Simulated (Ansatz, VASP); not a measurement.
# S in VASP and in Ansatz

The input INCAR:

```
PREC = Accurate ; ENCUT = 520
EDIFF = 1E-7 ; ISMEAR = 0
SIGMA = 0.1 ; LREAL = False
LASPH = True ; NELM = 60
ALGO = Normal ; ISIF = 2
LWAVE = False ; LCHARG = False
GGA = PE ; NBANDS = 20
```

Contents of KPOINTS:

```
regular mesh
0
Gamma
  6 6 4
```

POSCAR

```
S
1.0
    1.6351224022     -5.5742167202      0.0000000000
    1.6351224022      5.5742167202      0.0000000000
    0.0000000000      0.0000000000      4.5024429133
S
4
Direct
    0.0940707834      0.9059292166      0.9137202387
    0.5940707834      0.4059292166      0.5862797613
    0.9059292166      0.0940707834      0.0862797613
    0.4059292166      0.5940707834      0.4137202387
```

Input for Ansatz:

```yaml
crystal:
  lattice:
    - [1.6351224022, -5.5742167202, 0.0]
    - [1.6351224022, 5.5742167202, 0.0]
    - [0.0, 0.0, 4.5024429133]
  atoms:
    - { symbol: S, position: [0.0940707834, 0.9059292166, 0.9137202387] }
    - { symbol: S, position: [0.5940707834, 0.4059292166, 0.5862797613] }
    - { symbol: S, position: [0.9059292166, 0.0940707834, 0.0862797613] }
    - { symbol: S, position: [0.4059292166, 0.5940707834, 0.4137202387] }
basis:
  ecutwfc: 420
kpoints:
  mp_grid: { grid: [6, 6, 4] }
hamiltonian:
  xc: pbe
scf:
  occupations: { method: gaussian, width: 0.1 }
output:
  forces: true
  stress: true
  eigenvalues: true
```

Alike in both runs: task single point; functional PBE; k mesh 6 × 6 × 4; occupations gaussian, width 0.1 eV; no spin polarisation.

|  | VASP | Ansatz |
| --- | --- | --- |
| version | VASP 6.6.1 | Ansatz 0.2.0 |
| potentials or method | VASP PAW PBE potentials, release 64 (S), cutoff 520 eV | scalar-relativistic, plane waves, PAW |
| valence electrons in the cell | 24 | 24 |

|  | VASP | Ansatz | Ansatz less VASP |
| --- | --- | --- | --- |
| gap on the k mesh at the Fermi level (eV) | none | none | - |
| pressure (GPa) | 9.5 | 9.8 | +0.31 |
| traceless stress, the component that is largest in VASP (GPa) | -2.39 | -2.25 | +0.131 |
| rms of the force components (eV/Å) | 0.885 | 0.902 | +0.0165 |

Atom by atom the forces differ by 0.024 eV/Å (rms over components). A gap of «none» marks a metal or a gap that the smearing closes.
